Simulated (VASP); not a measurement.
# V (P6_3/mmc) in VASP: single point with PBE

Aim: the single point of V with PBE.

Program: VASP 6.6.1. These are calculated values, not measurements. Logs are shortened: lines on timing, memory, paths and dates and some standing lists are left out, and cuts for length are marked.

**1. The cell of the first run**

It takes space group P6_3/mmc (No. 194, hexagonal). Conventional cell: a = 2.610 Å, b = 2.610 Å, c = 4.689 Å, α = 90.00°, β = 90.00°, γ = 120.00°. V (site symmetry -6m2) has 12 V at 2.61 to 2.79 Å within 3.4 Å.

This isn't the form of V at room conditions, which is bcc.

**2. Single point, PBE, collinear spin**

POSCAR reads:

```
V
1.0
    2.6101384082      0.0000000000      0.0000000000
   -1.3050692041      2.2604461689      0.0000000000
    0.0000000000      0.0000000000      4.6887241398
V
2
Direct
    0.3333333333      0.6666666667      0.7500000000
    0.6666666667      0.3333333333      0.2500000000
```

INCAR.step1 reads:

```
SYSTEM = V
  PREC = Accurate
  ENCUT = 520
  EDIFF = 1E-6
  ISMEAR = 0
  SIGMA = 0.05
  LREAL = .FALSE.
  LASPH = .TRUE.
  NELM = 150
  ALGO = Fast
  ISIF = 2
  LWAVE = .FALSE.
  LCHARG = .TRUE.
  ISPIN = 2
  MAGMOM = 0.05 0.05
  LMAXMIX = 4
  GGA = PE
  NBANDS = 24
```

KPOINTS.step1 reads:

```
Automatic mesh
0
G
  18 18 10
  0 0 0
```

INCAR.step2 reads:

```
SYSTEM = V
  PREC = Accurate
  ENCUT = 520
  EDIFF = 1E-6
  ISMEAR = -5
  SIGMA = 0.05
  LREAL = .FALSE.
  LASPH = .TRUE.
  NELM = 150
  ALGO = Fast
  ISIF = 2
  LWAVE = .FALSE.
  LCHARG = .FALSE.
  ISPIN = 2
  MAGMOM = 0.05 0.05
  LORBIT = 10
  LMAXMIX = 4
  GGA = PE
  NEDOS = 1001
  ICHARG = 11
```

KPOINTS.step2 reads:

```
Automatic mesh
0
G
  27 27 15
  0 0 0
```

Potentials or basis: VASP PAW PBE potentials, release 64 (V_sv).

On the command line:

```bash
$ cat potpaw_PBE.64/V_sv/POTCAR > POTCAR
$ cp INCAR.step1 INCAR
$ cp KPOINTS.step1 KPOINTS
$ mpirun -np 1 vasp_std > vasp.out
$ cp INCAR.step2 INCAR
$ cp KPOINTS.step2 KPOINTS
$ mpirun -np 1 vasp_std > vasp.out
```

OUTCAR:

```text
SYSTEM = V
   PREC = Accurate
   ENCUT = 520
   EDIFF = 1E-6
   ISMEAR = -5
   LREAL = .FALSE.
   LASPH = .TRUE.
   NELM = 150
   ISIF = 2
   ISPIN = 2
   LORBIT = 10
   GGA = PE
   ICHARG = 11

 ion  position               nearest neighbor table
   1  0.333  0.667  0.750-   2 2.79   2 2.79   2 2.79   2 2.79   2 2.79   2 2.79
   2  0.667  0.333  0.250-   1 2.79   1 2.79   1 2.79   1 2.79   1 2.79   1 2.79

  LATTYP: Found a hexagonal cell.
 ALAT       =     2.6101384082
 C/A-ratio  =     1.7963507702

  Lattice vectors:

 A1 = (   2.6101384082,   0.0000000000,   0.0000000000)
 A2 = (  -1.3050692041,   2.2604461689,   0.0000000000)
 A3 = (   0.0000000000,   0.0000000000,   4.6887241398)

Analysis of symmetry for initial positions (statically):
=====================================================================
 Subroutine PRICEL returns:
 Original cell was already a primitive cell.

 Routine SETGRP: Setting up the symmetry group for a
 hexagonal supercell.

 Subroutine GETGRP returns: Found 24 space group operations
 (whereof 12 operations were pure point group operations)
 out of a pool of 24 trial point group operations.

The static configuration has the point symmetry D_3d.
 The point group associated with its full space group is D_6h.

Analysis of symmetry for dynamics (positions and initial velocities):
=====================================================================
 Subroutine PRICEL returns:
 Original cell was already a primitive cell.

 Routine SETGRP: Setting up the symmetry group for a
 hexagonal supercell.

 Subroutine GETGRP returns: Found 24 space group operations
 (whereof 12 operations were pure point group operations)
 out of a pool of 24 trial point group operations.

The dynamic configuration has the point symmetry D_3d.
 The point group associated with its full space group is D_6h.

Analysis of structural, dynamic, and magnetic symmetry:
=====================================================================
 Subroutine PRICEL returns:
 Original cell was already a primitive cell.

 Routine SETGRP: Setting up the symmetry group for a
 hexagonal supercell.

 Subroutine GETGRP returns: Found 24 space group operations
 (whereof 12 operations were pure point group operations)
 out of a pool of 24 trial point group operations.

The overall configuration has the point symmetry D_3d.
 The point group associated with its full space group is D_6h.

 Subroutine INISYM returns: Found 24 space group operations
 (whereof 12 operations are pure point group operations),
 and found     1 'primitive' translations

----------------------------------------------------------------------------------------

                                     Primitive cell

  volume of cell :      27.6638

  direct lattice vectors                    reciprocal lattice vectors
     2.610138408  0.000000000  0.000000000     0.383121446  0.221195270  0.000000000
    -1.305069204  2.260446169  0.000000000     0.000000000  0.442390539  0.000000000
     0.000000000  0.000000000  4.688724140     0.000000000  0.000000000  0.213277636

  length of vectors
     2.610138408  2.610138408  4.688724140     0.442390539  0.442390539  0.213277636

  position of ions in fractional coordinates (direct lattice)
     0.333333333  0.666666667  0.750000000
     0.666666667  0.333333333  0.250000000

  ion indices of the primitive-cell ions
   primitive index   ion index
                 1           1
                 2           2

----------------------------------------------------------------------------------------

 KPOINTS: Automatic mesh

Automatic generation of k-mesh.
 Grid dimensions read from file:
 generate k-points for:   27   27   15

 Generating k-lattice:

  Cartesian coordinates                     Fractional coordinates (reciprocal lattice)
     0.014189683  0.008192417  0.000000000     0.037037037 -0.000000000  0.000000000
     0.000000000  0.016384835  0.000000000     0.000000000  0.037037037  0.000000000
     0.000000000  0.000000000  0.014218509     0.000000000  0.000000000  0.066666667

  Length of vectors
     0.016384835  0.016384835  0.014218509

  Shift w.r.t. Gamma in fractional coordinates (k-lattice)
     0.000000000  0.000000000  0.000000000

 TETIRR: Found  10722 inequivalent tetrahedra from    65610

 Subroutine IBZKPT returns following result:
 ===========================================

 Found    600 irreducible k-points:

 Following reciprocal coordinates:
            Coordinates               Weight
  0.000000  0.000000  0.000000      1.000000
  0.037037 -0.000000  0.000000      6.000000
  0.074074 -0.000000  0.000000      6.000000
  0.111111  0.000000  0.000000      6.000000
  0.148148 -0.000000  0.000000      6.000000
  0.185185 -0.000000  0.000000      6.000000
[... 16 lines left out ...]
  0.333333  0.037037  0.000000     12.000000
  0.370370  0.037037  0.000000     12.000000
 [... further k-points ...]
   k-points           NKPTS =    600   k-points in BZ     NKDIM =    600   number of bands    NBANDS=     17
   number of dos      NEDOS =   1001   number of ions     NIONS =      2
   total plane-waves  NPLWV =  14400
   dimension x,y,z NGX =    20 NGY =   20 NGZ =   36
   dimension x,y,z NGXF=    40 NGYF=   40 NGZF=   72
   ions per type =               2
   NGX,Y,Z   is equivalent  to a cutoff of  12.74, 12.74, 12.76 a.u.
   NGXF,Y,Z  is equivalent  to a cutoff of  25.48, 25.48, 25.53 a.u.
 SYSTEM =  V
   PREC   = accura    normal or accurate (medium, high low for compatibility)
   ISTART =      0    job   : 0-new  1-cont  2-samecut
   ICHARG =     11    charge: 1-file 2-atom 10-const
   ISPIN  =      2    spin polarized calculation?
   LNONCOLLINEAR =      F non collinear calculations
   LSORBIT =      F    spin-orbit coupling
   LASPH  =      T    aspherical Exc in radial PAW
   ENCUT  =  520.0 eV  38.22 Ry    6.18 a.u.   4.85  4.85  8.72*2*pi/ulx,y,z
   NELM   =    150;   NELMIN=  2; NELMDL=  0     # of ELM steps
   EDIFF  = 0.1E-05   stopping-criterion for ELM
   LREAL  =      F    real-space projection
   EDIFFG = 0.1E-04   stopping-criterion for IOM
   NSW    =      0    number of steps for IOM
   IBRION =     -1    ionic relax: 0-MD 1-quasi-New 2-CG
   NFREE  =      0    steps in history (QN), initial steepest desc. (CG)
   ISIF   =      2    stress and relaxation
   ISYM   =      2    0-nonsym 1-usesym 2-fastsym
   POTIM  = 0.5000    time-step for ionic-motion
   TEBEG  =    0.0;   TEEND  =   0.0 temperature during run
   PSTRESS=    0.0 pullay stress
   NELECT =      26.0000    total number of electrons
   NUPDOWN=      -1.0000    fix difference up-down
   EMIN   =  10.00;   EMAX   =-10.00  energy-range for DOS
   EFERMI =   0.00;   METHOD = LEGACY
   ISMEAR =    -5;   SIGMA  =   0.05  broadening in eV -4-tet -1-fermi 0-gaus
   EFERMI_NEDOS =   21; number of points for ismear=-14 and -15
   IALGO  =     68    algorithm
   IMIX   =      4    mixing-type and parameters
     AMIX     =   0.40;   BMIX     =  1.00
     AMIX_MAG =   1.60;   BMIX_MAG =  1.00
  volume/ion in A,a.u.               =      13.83        93.34
  Fermi-wavevector in a.u.,A,eV,Ry     =   1.603597  3.030358 34.987686  2.571522
  Thomas-Fermi vector in A             =   2.700234
   LORBIT       =     10    0 simple, 1 ext, 2 COOP (PROOUT), +10 PAW based schemes
   GGA     = PE    functional components
   LHFCALC =     F    Hartree Fock is set to
   AEXX    =    0.0000 exact exchange contribution
   IVDW    =     0    specifies the selected vdW correction
   LEPSILON=     F    determine dielectric tensor
   LRPA    =     F    only Hartree local field effects (RPA)
 spin polarized calculation
 RMM-DIIS sequential band-by-band and
 Fermi weights with tetrahedron method with Bloechl corrections
  energy-cutoff  :      520.00
  volume of cell :       27.66
 maximum number of plane-waves:       763
 NGX is ok and might be reduce to    20

 number of electron      26.0000013 magnetization       0.0000188

 Free energy of the ion-electron system (eV)
  ---------------------------------------------------
  ext. energy  EPLUGINS =         0.00000000
  ---------------------------------------------------
  free energy    TOTEN  =       -17.47775059 eV

  energy without entropy =      -17.47775059  energy(sigma->0) =      -17.47775059

 E-fermi :   9.7346     XC(G=0): -12.7453

 val. band max:        9.7447428708   @ k =   0.3333   0.0741   0.0667
 cond. band min:       9.6982354325   @ k =   0.2593   0.1481   0.0000
 fundamental gap:     -0.0465074383
 Fermi energy:         9.7346396685

 spin component 1

 k-point     1 :       0.0000    0.0000    0.0000
  band No.  band energies     occupation
      1     -54.2955      1.00000
      2     -54.1828      1.00000
      3     -28.4008      1.00000
      4     -27.7458      1.00000
      5     -27.6370      1.00000
      6     -27.6370      1.00000
[... 9 lines left out ...]
     16      10.3778      0.00000
     17      11.5214      0.00000

 k-point     2 :       0.0370   -0.0000    0.0000
  band No.  band energies     occupation
      1     -54.2930      1.00000
      2     -54.1810      1.00000
      3     -28.3970      1.00000
      4     -27.7460      1.00000
      5     -27.6485      1.00000
      6     -27.6401      1.00000
[... 9 lines left out ...]
     16      10.4102      0.00000
     17      11.4873      0.00000

 k-point     3 :       0.0741   -0.0000    0.0000
  band No.  band energies     occupation
      1     -54.2858      1.00000
      2     -54.1758      1.00000
      3     -28.3859      1.00000
      4     -27.7469      1.00000
      5     -27.6824      1.00000
      6     -27.6492      1.00000
[... 392 lines left out ...]
 k-point    23 :       0.3333    0.0370    0.0000
  band No.  band energies     occupation
      1     -54.1423      1.00000
      2     -54.0827      1.00000
      3     -28.3145      1.00000
      4     -28.2340      1.00000
      5     -28.1403      1.00000
      6     -27.8170      1.00000
[... 9 lines left out ...]
     16      11.9268      0.00000
     17      12.5318      0.00000

 k-point    24 :       0.3704    0.0370    0.0000
  band No.  band energies     occupation
      1     -54.1246      1.00000
      2     -54.0737      1.00000
      3     -28.3845      1.00000
      4     -28.2989      1.00000
      5     -28.1039      1.00000
      6     -27.8353      1.00000
[... 9 lines left out ...]
     16      12.4278      0.00000
     17      12.7814      0.00000

 [... further k-points ...]

 spin component 2

 k-point     1 :       0.0000    0.0000    0.0000
  band No.  band energies     occupation
      1     -54.2954      1.00000
      2     -54.1828      1.00000
      3     -28.4008      1.00000
      4     -27.7458      1.00000
      5     -27.6370      1.00000
      6     -27.6369      1.00000
[... 9 lines left out ...]
     16      10.3778      0.00000
     17      11.5215      0.00000

 k-point     2 :       0.0370   -0.0000    0.0000
  band No.  band energies     occupation
      1     -54.2930      1.00000
      2     -54.1810      1.00000
      3     -28.3970      1.00000
      4     -27.7460      1.00000
      5     -27.6485      1.00000
      6     -27.6401      1.00000
[... 9 lines left out ...]
     16      10.4102      0.00000
     17      11.4794      0.00000

 k-point     3 :       0.0741   -0.0000    0.0000
  band No.  band energies     occupation
      1     -54.2858      1.00000
      2     -54.1758      1.00000
      3     -28.3859      1.00000
      4     -27.7469      1.00000
      5     -27.6824      1.00000
      6     -27.6492      1.00000
[... 392 lines left out ...]
 k-point    23 :       0.3333    0.0370    0.0000
  band No.  band energies     occupation
      1     -54.1423      1.00000
      2     -54.0827      1.00000
      3     -28.3145      1.00000
      4     -28.2340      1.00000
      5     -28.1403      1.00000
      6     -27.8169      1.00000
[... 9 lines left out ...]
     16      11.9268      0.00000
     17      12.4776      0.00000

 k-point    24 :       0.3704    0.0370    0.0000
  band No.  band energies     occupation
      1     -54.1246      1.00000
      2     -54.0737      1.00000
      3     -28.3845      1.00000
      4     -28.2989      1.00000
      5     -28.1039      1.00000
      6     -27.8353      1.00000
[... 9 lines left out ...]
     16      12.4278      0.00000
     17      12.7043      0.00000

 [... further k-points ...]

------------------------ aborting loop because EDIFF is reached ----------------------------------------

  FORCE on cell =-STRESS in cart. coord.  units (eV):
  Direction    XX          YY          ZZ          XY          YZ          ZX
  --------------------------------------------------------------------------------------
  -------------------------------------------------------------------------------------
  Total        0.0547724      0.0547724     -0.0113491      0.0000000      0.0000000      0.0000000
  in kB        3.1721984      3.1721984     -0.6572958      0.0000000      0.0000000      0.0000000
  external PRESSURE =       1.8957003 kB  Pullay stress =       0.0000000 kB

 VOLUME and BASIS-vectors are now :
 -----------------------------------------------------------------------------
  energy-cutoff  :      520.00
  volume of cell :       27.66
      direct lattice vectors                 reciprocal lattice vectors
     2.610138408  0.000000000  0.000000000     0.383121446  0.221195270  0.000000000
    -1.305069204  2.260446169  0.000000000     0.000000000  0.442390539  0.000000000
     0.000000000  0.000000000  4.688724140     0.000000000  0.000000000  0.213277636

 POSITION                                       TOTAL-FORCE (eV/Angst)
 -----------------------------------------------------------------------------------
     -0.00000      1.50696      3.51654        -0.000000      0.000000      0.000000
      1.30507      0.75348      1.17218         0.000000      0.000000      0.000000
 -----------------------------------------------------------------------------------
    total drift:                               -0.000000      0.000000     -0.000000

  FREE ENERGIE OF THE ION-ELECTRON SYSTEM (eV)
  ---------------------------------------------------
  free  energy   TOTEN  =       -17.4777505919 eV

  energy  without entropy=      -17.4777505919  energy(sigma->0) =      -17.47775059

 total charge

# of ion       s       p       d       tot
------------------------------------------
    1        2.343   6.211   3.074  11.628
    2        2.343   6.211   3.074  11.628
--------------------------------------------------
tot          4.687  12.422   6.147  23.256

 magnetization (x)

# of ion       s       p       d       tot
------------------------------------------
    1        0.000   0.000   0.000   0.000
    2        0.000   0.000   0.000   0.000
--------------------------------------------------
tot          0.000   0.000   0.000   0.000
```

Wall time 3.6 min (1 thread of Intel Xeon 6975P-C (Granite Rapids), shared host); peak memory 0.51 GiB.

What came out:

| Property | Result |
| --- | --- |
| Net moment | 0.00 μB per cell |
| Valence electrons inside the program's atomic spheres | V 11.63 |

Levels at points of the mesh, in eV from the Fermi level:
Spin up:
```tsv
k point	band 11	band 12	band 13	band 14	band 15	band 16
(0.00, 0.00, 0.00)	-0.53	-0.15	0.32	0.32	0.64	0.64
```
Spin down:
```csv
k point,band 9,band 10,band 11,band 12,band 13,band 14,band 15,band 16,band 17
"(0.00, 0.00, 0.00)",-6.86,-3.43,-0.53,-0.15,0.32,0.32,0.64,0.64,1.79
```

Caveat: tetrahedron occupations give inexact forces and stress in metals.
